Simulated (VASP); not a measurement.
CuSi:

```xyz
2
Lattice="0.0000 2.4340 2.4340 2.4340 0.0000 2.4340 2.4340 2.4340 0.0000" Properties=species:S:1:pos:R:3 pbc="T T T"
Si    0.0000    0.0000    0.0000
Cu    1.2170    1.2170    1.2170
```

```yaml
Program: VASP 6.6.1
Task: relaxation of cell and atoms
Functional: PBE
Potentials_or_basis: VASP PAW PBE potentials, release 64 (Si, Cu)
Cutoff: 600 eV
k_mesh: 6 × 6 × 6
Occupations: gaussian, width 0.1 eV
Spin: no spin polarisation
```

At the start: pressure 36.1 GPa; volume 14.42 Å³/atom.

Question: How do energy, volume and symmetry change on relaxing?

Answer: Over 3 steps the energy falls by 391.8 meV/atom and the volume is 18.85 Å³/atom (+30.7 %); space group F-43m (No. 216, to 0.05 Å).

The path:
```tsv
step	energy change (eV)	largest force (eV/Å)	pressure (GPa)	volume (Å³)
1	0.0000	0.0000	36.05	28.84
2	-0.5876	0.0000	-7.58	44.61
3	-0.7835	0.0000	0.10	37.71
```

Final structure:
```cif
data_structure
_symmetry_space_group_name_H-M 'P 1'
_symmetry_Int_Tables_number 1
_cell_length_a 3.7639
_cell_length_b 3.7639
_cell_length_c 3.7639
_cell_angle_alpha 60.000
_cell_angle_beta 60.000
_cell_angle_gamma 60.000
_cell_volume 37.71
loop_
_atom_site_label
_atom_site_type_symbol
_atom_site_fract_x
_atom_site_fract_y
_atom_site_fract_z
_atom_site_occupancy
Si1 Si 0.00000 0.00000 0.00000 1
Cu1 Cu 0.25000 0.25000 0.25000 1
```

Caveat: the k points lie up to 0.34 Å⁻¹ apart in the final cell; the volume moved by over 15 % at a fixed basis, so the end points are rough.
